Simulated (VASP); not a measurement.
## H: single point with PBE

Crystal: H.

```
H
1.0
     5.29960    0.00000    0.00000
    -2.64980    4.58959    0.00000
     0.00000    0.00000    4.42330
H
2
Direct
  0.33333 0.66667 0.25000
  0.66667 0.33333 0.75000
```

```json
{
 "Program": "VASP 6.6.1",
 "Task": "single point",
 "Functional": "PBE",
 "Potentials or basis": "VASP PAW PBE potentials, release 64 (H)",
 "Cutoff": "520 eV",
 "k mesh": "6 × 6 × 6",
 "Occupations": "gaussian, width 0.05 eV",
 "Spin": "collinear spin",
 "Starting moments": "[1.05, 1.05] μB"
}
```

```yaml
Pressure: 0.0 GPa
Band_gap_on_the_k_mesh: 6.81 eV (least direct gap 7.28 eV)
Net_moment: 2.00 μB per cell
Site_moments: H +0.38 μB
Valence_electrons_inside_the_program's_atomic_spheres: H 0.38
```

Levels at points of the mesh, in eV from the valence-band top:
Spin up:
| k point | band 1 | band 2 | band 3 | band 4 | band 5 | band 6 | band 7 |
| --- | --- | --- | --- | --- | --- | --- | --- |
| (0.00, 0.00, 0.00) | -1.05 | 0.00 | 7.86 | 10.12 | 10.12 | 10.77 | 11.11 |
| (0.50, 0.00, 0.00) | -0.67 | -0.34 | 6.97 | 8.83 | 9.15 | 11.55 | 12.02 |
| (0.00, 0.00, 0.50) | -0.44 | -0.44 | 7.94 | 7.94 | 11.73 | 11.73 | 11.73 |
| (0.50, 0.00, 0.50) | -0.37 | -0.37 | 7.63 | 7.63 | 9.97 | 9.97 | 10.69 |
Spin down:
| k point | band 1 | band 2 | band 3 |
| --- | --- | --- | --- |
| (0.00, 0.00, 0.00) | 9.69 | 15.91 | 15.91 |
| (0.50, 0.00, 0.00) | 10.56 | 12.62 | 14.95 |
| (0.00, 0.00, 0.50) | 11.58 | 11.58 | 17.79 |
| (0.50, 0.00, 0.50) | 12.46 | 12.46 | 14.41 |

It took 38 s on 1 thread of Intel(R) Xeon(R) 6975P-C (Granite Rapids), with other jobs on the host, peak memory 0.27 GiB.

Caveat: the nearest neighbours stand farther apart than a usual bond. A k mesh can miss the band edges.
